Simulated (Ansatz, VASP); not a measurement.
## FeSi: VASP beside Ansatz

```
Fe Si
1.0
     4.40306    0.00000    0.00000
     0.00000    4.40306    0.00000
     0.00000    0.00000    4.40306
Fe Si
4 4
Direct
  0.13666 0.13666 0.13666
  0.36334 0.86334 0.63666
  0.63666 0.36334 0.86334
  0.86334 0.63666 0.36334
  0.84113 0.84113 0.84113
  0.65887 0.15887 0.34113
  0.34113 0.65887 0.15887
  0.15887 0.34113 0.65887
```

Alike in both runs: functional r2SCAN; k mesh 8 × 8 × 8; occupations gaussian, width 0.01 eV; no spin polarisation.

Ansatz relaxed the structure, and its values are those at the end. VASP's run is a single point on that final structure, the one shown.

|  | VASP | Ansatz |
| --- | --- | --- |
| version | VASP 6.6.1 | Ansatz 0.2.0 |
| potentials or method | VASP PAW PBE potentials, release 64 (Fe, Si), cutoff 520 eV | scalar-relativistic, plane waves, PAW |
| valence electrons in the cell | 48 | 80 |

|  | VASP | Ansatz | Ansatz less VASP |
| --- | --- | --- | --- |
| gap on the k mesh at the Fermi level (eV) | 0.33 | 0.34 | +0.011 |
| least direct gap on the mesh (eV) | 0.33 | 0.35 | +0.011 |
| pressure (GPa) | 0.4 | 0.0 | -0.44 |
| rms of the force components (eV/Å) | 0.015 | 0.000 | -0.0149 |

VASP's potentials were made for PBE, not for r2SCAN. VASP's potentials hold 48 valence electrons a cell and Ansatz's 80, so a difference there can come from the potentials and not from the codes.
